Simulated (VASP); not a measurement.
Here is a VASP 6.6.1 calculation.

The input INCAR:

```
SYSTEM = H11C2NO4
ALGO     = Normal         ! electronic algorithm
EDIFF    = 1E-6           ! SCF threshold, eV
ENCUT    = 1000           ! plane-wave cutoff, eV
GGA      = PE             ! functional
GGA_COMPAT= .FALSE.      
ISIF     = 2              ! what is computed and relaxed
ISMEAR   = -1             ! smearing method
IVDW     = 12             ! dispersion correction
LASPH    = .TRUE.         ! aspherical terms in the spheres
LCHARG   = .FALSE.        ! write CHGCAR
LREAL    = Auto         
LWAVE    = .FALSE.        ! write WAVECAR
NBANDS   = 39             ! bands
NELM     = 120            ! most SCF steps
PREC     = Accurate       ! precision mode
SIGMA    = 0.05           ! smearing width, eV
```

KPOINTS

```
k-points
0
G
  1 1 1
  0 0 0
```

Contents of POSCAR:

```
H11C2NO4
1.0
    5.9154820000      0.0000000000      0.0000000000
    0.0000000000      5.9154820000      0.0000000000
    0.0000000000      0.0000000000      5.9154820000
O H C N
4 11 2 1
Direct
    0.6526602566      0.5772648788      0.4826149416
    0.4131362415      0.2307504274      0.5202112017
    0.4269812671      0.8494151449      0.7643840350
   -0.0037359593      0.4100933787      0.7588223580
    0.7237618169      0.5973308684      0.3350699064
    0.5617462787      0.4273700774      0.4674344373
    0.4542148890      0.0940582695      0.6119873241
    0.3136684382      0.1536307608      0.4045824161
    0.2816338550      0.7942548046      0.7147515621
    0.5195857244      0.7626935557      0.6547057366
   -0.1289835723      0.4251048351      0.6532350196
    0.1149525939      0.3275303686      0.6846948397
    0.6680436184      0.8528130083      1.0191561736
    0.8490770490      0.9688644138      0.8154703201
    0.8997407143      0.6834269803      0.9046769139
    0.8415713208      0.8474372841      0.9628632122
    0.9924296955      0.9437946054      1.1310489999
    1.0935203589      1.0001044716      1.2852545236
```

Potentials or basis: VASP PAW PBE potentials, release 64 (O_h, H_h, C_h, N_h).

Launch:

```sh
$ cat potpaw_PBE.64/O_h/POTCAR potpaw_PBE.64/H_h/POTCAR potpaw_PBE.64/C_h/POTCAR potpaw_PBE.64/N_h/POTCAR > POTCAR
$ mpirun -np 1 vasp_gam > vasp.out
```

Question: Predict the largest force.

Answer: 3.070 eV/Å.

Question: Predict the dispersion energy per atom.

Answer: -0.037 eV.

Question: Estimate the pressure.

Answer: 1.5 GPa.

Stress tensor (GPa, compression positive):
```
 2.53 -0.34  1.52
-0.34  0.34  0.81
 1.52  0.81  1.64
```

Caveat: the k points lie up to 1.06 Å⁻¹ apart, too coarse for converged energies, forces and pressures.
